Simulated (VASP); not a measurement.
# Si in VASP: further runs

The runs below take Si through single point, with PBEsol.

Program: VASP 6.6.1. These are calculated values, not measurements. Logs are shortened: lines on timing, memory, paths and dates and some standing lists are left out, and cuts for length are marked.

### 1 The cell of the first run

The cell holds a slab with vacuum, 4 atoms: a = 3.842 Å, b = 3.842 Å, c = 19.075 Å, α = 90.00°, β = 90.00°, γ = 90.00°.

### 2 Single point, PBEsol (atoms taken out)

The input, INCAR:

```
SYSTEM = Si
PREC     = Accurate       ! precision mode
ENCUT    = 520            ! plane-wave cutoff, eV
EDIFF    = 1E-7           ! SCF threshold, eV
ISMEAR   = 0              ! smearing method
SIGMA    = 0.05           ! smearing width, eV
LREAL    = .False.        ! projectors in reciprocal space
LASPH    = .True.         ! aspherical terms in the spheres
NELM     = 60             ! most SCF steps
ALGO     = Normal         ! electronic algorithm
ISIF     = 2              ! what is computed and relaxed
LWAVE    = .False.        ! write WAVECAR
LCHARG   = .True.         ! write CHGCAR
LDIPOL   = .True.       
IDIPOL   = 3            
DIPOL    = 0.5 0.5 0.500
GGA      = PS             ! functional
LELF     = .True.         ! ELF
LVHAR    = .True.       
LVACPOTAV= .True.       
NBANDS   = 16             ! bands
```

The input, KPOINTS:

```
regular mesh
0
Gamma
  9 9 1
  0 0 0
```

The input, POSCAR:

```
Si
1.0
    3.8417168285      0.0000000000      0.0000000000
    0.0000000000      3.8417168285      0.0000000000
    0.0000000000      0.0000000000     19.0747560313
Si
4
Direct
    0.0000000000      0.5000000000      0.3931898257
    0.0000000000      0.0000000000      0.4643966086
    0.5000000000      0.0000000000      0.5356033914
    0.5000000000      0.5000000000      0.6068101743
```

Potentials or basis: VASP PAW PBE potentials, release 64 (Si).

Run with:

```console
cat potpaw_PBE.64/Si/POTCAR > POTCAR
mpirun -np 1 vasp_std > vasp.out
```

OUTCAR:

```text
SYSTEM = Si
   PREC = Accurate
   ENCUT = 520
   EDIFF = 1E-7
   ISMEAR = 0
   LREAL = .False.
   LASPH = .True.
   NELM = 60
   ISIF = 2
   GGA = PS

 ion  position               nearest neighbor table
   1  0.000  0.500  0.393-   2 2.35   2 2.35
   2  0.000  0.000  0.464-   3 2.35   3 2.35   1 2.35   1 2.35
   3  0.500  0.000  0.536-   2 2.35   2 2.35   4 2.35   4 2.35
   4  0.500  0.500  0.607-   3 2.35   3 2.35

  LATTYP: Found a simple tetragonal cell.
 ALAT       =     3.8417168285
 C/A-ratio  =     4.9651645040

  Lattice vectors:

 A1 = (   3.8417168285,   0.0000000000,   0.0000000000)
 A2 = (   0.0000000000,   3.8417168285,   0.0000000000)
 A3 = (   0.0000000000,   0.0000000000,  19.0747560313)

Analysis of symmetry for initial positions (statically):
=====================================================================
 Subroutine PRICEL returns:
 Original cell was already a primitive cell.

 Routine SETGRP: Setting up the symmetry group for a
 simple tetragonal supercell.

 Subroutine GETGRP returns: Found  8 space group operations
 (whereof  4 operations were pure point group operations)
 out of a pool of 16 trial point group operations.

The static configuration has the point symmetry C_2v.
 The point group associated with its full space group is D_2h.

Analysis of symmetry for dynamics (positions and initial velocities):
=====================================================================
 Subroutine PRICEL returns:
 Original cell was already a primitive cell.

 Routine SETGRP: Setting up the symmetry group for a
 simple tetragonal supercell.

 Subroutine GETGRP returns: Found  8 space group operations
 (whereof  4 operations were pure point group operations)
 out of a pool of 16 trial point group operations.

The dynamic configuration has the point symmetry C_2v.
 The point group associated with its full space group is D_2h.

 Subroutine INISYM returns: Found  8 space group operations
 (whereof  4 operations are pure point group operations),
 and found     1 'primitive' translations

----------------------------------------------------------------------------------------

                                     Primitive cell

  volume of cell :     281.5203

  direct lattice vectors                    reciprocal lattice vectors
     3.841716829  0.000000000  0.000000000     0.260300289  0.000000000  0.000000000
     0.000000000  3.841716829  0.000000000     0.000000000  0.260300289  0.000000000
     0.000000000  0.000000000 19.074756031     0.000000000  0.000000000  0.052425310

  length of vectors
     3.841716829  3.841716829 19.074756031     0.260300289  0.260300289  0.052425310

  position of ions in fractional coordinates (direct lattice)
     0.000000000  0.500000000  0.393189826
     0.000000000  0.000000000  0.464396609
     0.500000000  0.000000000  0.535603391
     0.500000000  0.500000000  0.606810174

  ion indices of the primitive-cell ions
   primitive index   ion index
                 1           1
                 2           2
                 3           3
                 4           4

----------------------------------------------------------------------------------------

 KPOINTS: regular mesh

Automatic generation of k-mesh.
 Grid dimensions read from file:
 generate k-points for:    9    9    1

 Generating k-lattice:

  Cartesian coordinates                     Fractional coordinates (reciprocal lattice)
     0.028922254  0.000000000  0.000000000     0.111111111  0.000000000  0.000000000
     0.000000000  0.028922254  0.000000000     0.000000000  0.111111111  0.000000000
     0.000000000  0.000000000  0.052425310     0.000000000  0.000000000  1.000000000

  Length of vectors
     0.028922254  0.028922254  0.052425310

  Shift w.r.t. Gamma in fractional coordinates (k-lattice)
     0.000000000  0.000000000  0.000000000

 Subroutine IBZKPT returns following result:
 ===========================================

 Found     25 irreducible k-points:

 Following reciprocal coordinates:
            Coordinates               Weight
  0.000000  0.000000  0.000000      1.000000
  0.111111  0.000000  0.000000      2.000000
  0.000000  0.111111  0.000000      2.000000
  0.222222  0.000000  0.000000      2.000000
  0.000000  0.222222  0.000000      2.000000
  0.333333  0.000000  0.000000      2.000000
[... 16 lines left out ...]
  0.444444  0.333333  0.000000      4.000000
 -0.333333  0.444444  0.000000      4.000000
   k-points           NKPTS =     25   k-points in BZ     NKDIM =     25   number of bands    NBANDS=     16
   number of dos      NEDOS =    301   number of ions     NIONS =      4
   total plane-waves  NPLWV = 129600
   dimension x,y,z NGX =    30 NGY =   30 NGZ =  144
   dimension x,y,z NGXF=    60 NGYF=   60 NGZF=  288
   ions per type =               4
   NGX,Y,Z   is equivalent  to a cutoff of  12.98, 12.98, 12.55 a.u.
   NGXF,Y,Z  is equivalent  to a cutoff of  25.96, 25.96, 25.10 a.u.
 SYSTEM =  Si
   PREC   = accura    normal or accurate (medium, high low for compatibility)
   ISTART =      0    job   : 0-new  1-cont  2-samecut
   ICHARG =      2    charge: 1-file 2-atom 10-const
   ISPIN  =      1    spin polarized calculation?
   LNONCOLLINEAR =      F non collinear calculations
   LSORBIT =      F    spin-orbit coupling
   LASPH  =      T    aspherical Exc in radial PAW
   ENCUT  =  520.0 eV  38.22 Ry    6.18 a.u.   7.14  7.14 35.47*2*pi/ulx,y,z
   NELM   =     60;   NELMIN=  2; NELMDL= -5     # of ELM steps
   EDIFF  = 0.1E-06   stopping-criterion for ELM
   LREAL  =      F    real-space projection
   EDIFFG = 0.1E-05   stopping-criterion for IOM
   NSW    =      0    number of steps for IOM
   IBRION =     -1    ionic relax: 0-MD 1-quasi-New 2-CG
   NFREE  =      0    steps in history (QN), initial steepest desc. (CG)
   ISIF   =      2    stress and relaxation
   ISYM   =      2    0-nonsym 1-usesym 2-fastsym
   POTIM  = 0.5000    time-step for ionic-motion
   TEBEG  =    0.0;   TEEND  =   0.0 temperature during run
   PSTRESS=    0.0 pullay stress
   NELECT =      16.0000    total number of electrons
   NUPDOWN=      -1.0000    fix difference up-down
   EMIN   =  10.00;   EMAX   =-10.00  energy-range for DOS
   EFERMI =   0.00;   METHOD = LEGACY
   ISMEAR =     0;   SIGMA  =   0.05  broadening in eV -4-tet -1-fermi 0-gaus
   EFERMI_NEDOS =   21; number of points for ismear=-14 and -15
   IALGO  =     38    algorithm
   IMIX   =      4    mixing-type and parameters
     AMIX     =   0.40;   BMIX     =  1.00
     AMIX_MAG =   1.60;   BMIX_MAG =  1.00
  volume/ion in A,a.u.               =      70.38       474.95
  Fermi-wavevector in a.u.,A,eV,Ry     =   0.629426  1.189443  5.390323  0.396178
  Thomas-Fermi vector in A             =   1.691712
   LORBIT       =      0    0 simple, 1 ext, 2 COOP (PROOUT), +10 PAW based schemes
   GGA     = PS    functional components
   LHFCALC =     F    Hartree Fock is set to
   AEXX    =    0.0000 exact exchange contribution
   IVDW    =     0    specifies the selected vdW correction
   LEPSILON=     F    determine dielectric tensor
   LRPA    =     F    only Hartree local field effects (RPA)
 non-spin polarized calculation
 Gauss-broadening in eV      SIGMA  =   0.05
  energy-cutoff  :      520.00
  volume of cell :      281.52
 maximum number of plane-waves:      7622
 NGX is ok and might be reduce to    30

 dipolmoment           0.000000      0.000000      0.000000 electrons x Angstroem

 number of electron      16.0000000 magnetization

 dipolmoment           0.000000      0.000000     -0.000000 electrons x Angstroem

 Free energy of the ion-electron system (eV)
  ---------------------------------------------------
  ext. energy  EPLUGINS =         0.00000000
  ---------------------------------------------------
  free energy    TOTEN  =       -19.09039905 eV

  energy without entropy =      -19.08661290  energy(sigma->0) =      -19.08850598

 E-fermi :  -2.1771     XC(G=0):  -3.6937

 val. band max:       -2.1952092256   @ k =   0.3333   0.3333   0.0000
 cond. band min:      -2.1564038516   @ k =  -0.1111   0.2222   0.0000
 fundamental gap:      0.0388053741
 Fermi energy:        -2.1770692227

 k-point     1 :       0.0000    0.0000    0.0000
  band No.  band energies     occupation
      1     -13.0898      2.00000
      2     -10.8129      2.00000
      3      -7.5818      2.00000
      4      -4.1056      2.00000
      5      -4.0123      2.00000
      6      -3.7547      2.00000
[... 8 lines left out ...]
     15       2.7547      0.00000
     16       2.9479      0.00000

 k-point     2 :       0.1111    0.0000    0.0000
  band No.  band energies     occupation
      1     -12.9902      2.00000
      2     -10.7803      2.00000
      3      -7.5243      2.00000
      4      -4.9127      2.00000
      5      -4.0331      2.00000
      6      -3.4108      2.00000
[... 8 lines left out ...]
     15       2.8696      0.00000
     16       3.0916      0.00000

 k-point     3 :       0.0000    0.1111    0.0000
  band No.  band energies     occupation
      1     -12.9874      2.00000
      2     -10.6988      2.00000
      3      -7.6754      2.00000
      4      -4.6554      2.00000
      5      -4.1358      2.00000
      6      -3.9413      2.00000
[... 8 lines left out ...]
     15       2.9995      0.00000
     16       3.0837      0.00000
[... 362 lines left out ...]
 k-point    23 :       0.4444    0.3333    0.0000
  band No.  band energies     occupation
      1     -10.7391      2.00000
      2     -10.1395      2.00000
      3      -7.9434      2.00000
      4      -7.6099      2.00000
      5      -5.4058      2.00000
      6      -5.1968      2.00000
[... 8 lines left out ...]
     15       4.7046      0.00000
     16       4.7348      0.00000

 k-point    24 :      -0.3333    0.4444    0.0000
  band No.  band energies     occupation
      1     -10.8342      2.00000
      2      -9.0232      2.00000
      3      -9.0158      2.00000
      4      -8.0780      2.00000
      5      -5.3971      2.00000
      6      -4.6725      2.00000
[... 8 lines left out ...]
     15       3.5120      0.00000
     16       4.5209      0.00000

 [... further k-points ...]

------------------------ aborting loop because EDIFF is reached ----------------------------------------

  FORCE on cell =-STRESS in cart. coord.  units (eV):
  Direction    XX          YY          ZZ          XY          YZ          ZX
  --------------------------------------------------------------------------------------
  -------------------------------------------------------------------------------------
  Total       -2.6848742     -1.8710569     -0.1704746      0.0000000      0.0000000      0.0000000
  in kB      -15.2800518    -10.6484868     -0.9701987      0.0000000      0.0000000      0.0000000
  external PRESSURE =      -8.9662458 kB  Pullay stress =       0.0000000 kB

 VOLUME and BASIS-vectors are now :
 -----------------------------------------------------------------------------
  energy-cutoff  :      520.00
  volume of cell :      281.52
      direct lattice vectors                 reciprocal lattice vectors
     3.841716829  0.000000000  0.000000000     0.260300289  0.000000000  0.000000000
     0.000000000  3.841716829  0.000000000     0.000000000  0.260300289  0.000000000
     0.000000000  0.000000000 19.074756031     0.000000000  0.000000000  0.052425310

 POSITION                                       TOTAL-FORCE (eV/Angst)
 -----------------------------------------------------------------------------------
      0.00000      1.92086      7.50000         0.000000      0.000000      0.173204
      0.00000      0.00000      8.85825         0.000000      0.000000     -0.398184
      1.92086      0.00000     10.21650         0.000000      0.000000      0.398184
      1.92086      1.92086     11.57476         0.000000      0.000000     -0.173204
 -----------------------------------------------------------------------------------
    total drift:                                0.000000      0.000000     -0.000000

  FREE ENERGIE OF THE ION-ELECTRON SYSTEM (eV)
  ---------------------------------------------------
  free  energy   TOTEN  =       -19.0903990542 eV

  energy  without entropy=      -19.0866128991  energy(sigma->0) =      -19.08850598

 vacuum level on the upper side and lower side of the slab         3.137         3.137
```

Run time: 3 min. Hardware: 1 thread of AMD EPYC 7R43 (Zen 3), shared host; peak memory 0.36 GiB.

Results:

- Free energy: -19.0904 eV
- Largest force: 0.398 eV/Å
- Band gap on the k mesh: zero (bands 8 and 9 overlap by 0.93 eV)

Forces in eV/Å, atoms in the order of the input:
```
Si   0.000  0.000  0.173
Si   0.000  0.000 -0.398
Si   0.000  0.000  0.398
Si   0.000  0.000 -0.173
```

Caveat: the cell differs from its parent crystal (atoms taken out); the PAW data sets were made with another functional, which shifts forces and pressure a little.

### 3 Single point, PBEsol

This run uses another cell than the first one: it holds 10 atoms, not 4.

The input, INCAR:

```
PREC = Accurate
ENCUT = 520
EDIFF = 1E-6
ISMEAR = 0
SIGMA = 0.05
LREAL = False
LASPH = True
NELM = 80
ALGO = Normal
ISIF = 2
LWAVE = False
LCHARG = True
LDIPOL = True
IDIPOL = 3
DIPOL = 0.5 0.5 0.500
GGA = PS
LELF = True
LVHAR = True
LVACPOTAV = True
NBANDS = 31
```

The input, KPOINTS:

```
regular mesh
0
Gamma
  4 4 1
```

The input, POSCAR:

```
Si
1.0
    3.8417168285      0.0000000000      0.0000000000
    0.0000000000      3.8417168285      0.0000000000
    0.0000000000      0.0000000000     27.2242680938
Si
10
Direct
    0.0000000000      0.5000000000      0.2754894998
    0.0000000000      0.0000000000      0.3253807221
    0.5000000000      0.0000000000      0.3752719443
    0.5000000000      0.5000000000      0.4251631666
    0.0000000000      0.5000000000      0.4750543889
    0.0000000000      0.0000000000      0.5249456111
    0.5000000000      0.0000000000      0.5748368334
    0.5000000000      0.5000000000      0.6247280557
    0.0000000000      0.5000000000      0.6746192779
    0.0000000000      0.0000000000      0.7245105002
```

Potentials or basis: VASP PAW PBE potentials, release 64 (Si).

Run with:

```console
cat potpaw_PBE.64/Si/POTCAR > POTCAR
mpirun -np 1 vasp_std > vasp.out
```

Run time: 3.8 min. Hardware: 1 thread of AMD EPYC 7R43 (Zen 3), shared host; peak memory 0.41 GiB.

Results (log left out):

```
Free energy            : -52.9231 eV
Largest force          : 0.101 eV/Å
Band gap on the k mesh : zero (bands 20 and 21 overlap by 0.98 eV)
```

Forces in eV/Å, atoms in the order of the input:
```
Si   0.000  0.000 -0.027
Si   0.000  0.000  0.101
Si   0.000  0.000  0.093
Si   0.000  0.000 -0.026
Si   0.000  0.000 -0.061
Si   0.000  0.000  0.061
Si   0.000  0.000  0.026
Si   0.000  0.000 -0.093
Si   0.000  0.000 -0.101
Si   0.000  0.000  0.027
```

Levels at points of the mesh, in eV from the Fermi level:
```
           k point  band 17  band 18  band 19  band 20  band 21  band 22  band 23  band 24
(0.00, 0.00, 0.00)    -0.42    -0.09     0.00     0.45     0.89     0.90     1.50     1.54
(0.50, 0.00, 0.00)    -0.68    -0.67    -0.40    -0.05     0.10     0.38     2.35     2.49
(0.00, 0.50, 0.00)    -0.94    -0.94    -0.47    -0.47     2.23     2.23     2.56     2.56
(0.50, 0.50, 0.00)    -2.72    -2.72    -0.55    -0.55    -0.53    -0.53     1.63     1.63
```

Caveat: the k points lie up to 0.41 Å⁻¹ apart, too coarse for converged energies and pressures of a metal; the PAW data sets were made with another functional, which shifts forces and pressure a little.
